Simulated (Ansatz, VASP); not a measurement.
# Sn3C in VASP and in Ansatz

The input INCAR:

```
SYSTEM = Sn3C
  ALGO = Normal
  EDIFF = 1E-7
  EDIFFG = -0.04
  ENCUT = 600
  GGA = PE
  IBRION = 2
  ISIF = 3
  ISMEAR = 0
  LASPH = .True.
  LCHARG = .False.
  LREAL = .False.
  LWAVE = .False.
  NELM = 100
  NSW = 90
  PREC = Accurate
  SIGMA = 0.1
```

File KPOINTS:

```
k-points
0
Gamma
  4 4 4
  0 0 0
```

File POSCAR:

```
Sn3C
1.0
   -3.0051834300      3.0051834300      3.0051834300
    3.0051834300     -3.0051834300      3.0051834300
    3.0051834300      3.0051834300     -3.0051834300
Sn C
3 1
Direct
    0.0000000000      0.5000000000      0.5000000000
    0.5000000000      0.0000000000      0.5000000000
    0.5000000000      0.5000000000      0.0000000000
    0.0000000000      0.0000000000      0.0000000000
```

Input for Ansatz:

```yaml
crystal:
  lattice:
    - [-3.00518343, 3.00518343, 3.00518343]
    - [3.00518343, -3.00518343, 3.00518343]
    - [3.00518343, 3.00518343, -3.00518343]
  atoms:
    - { symbol: Sn, position: [0.0, 0.5, 0.5] }
    - { symbol: Sn, position: [0.5, 0.0, 0.5] }
    - { symbol: Sn, position: [0.5, 0.5, 0.0] }
    - { symbol: C, position: [0.0, 0.0, 0.0] }
basis:
  ecutwfc: 420
kpoints:
  mp_grid: { grid: [4, 4, 4] }
hamiltonian:
  xc: pbe
scf:
  occupations: { method: gaussian, width: 0.1 }
  lower_state_search: "off"
output:
  forces: true
  stress: true
  eigenvalues: true
relax:
  adjacent_minimum: "off"
  f_tol: 0.04
  max_steps: 70
  cell: { stress_tol: 0.4 }
```

Alike in both runs: task relaxation of cell and atoms; functional PBE; k mesh 4 × 4 × 4; occupations gaussian, width 0.1 eV; no spin polarisation.

```csv
,VASP,Ansatz
version,VASP 6.6.1,Ansatz 0.2.0
potentials or method,"VASP PAW PBE potentials, release 64 (Sn_d, C), cutoff 600 eV","scalar-relativistic, plane waves, PAW"
valence electrons in the cell,46,46
```

```csv
,VASP,Ansatz,Ansatz less VASP
"gap on the k mesh at the Fermi level, each at its own relaxed structure (eV)",none,none,-
relaxed volume (Å³/atom),23.06,22.97,-0.089
relaxed cell length with the largest relative difference (Å),4.930,4.924,-0.0063
```

A gap of «none» marks a metal or a gap that the smearing closes.

The k mesh is coarse, so the values compare programs but aren't converged. Noted on VASP's run: the volume moved by over 15 % at a fixed basis, so the end points are rough.
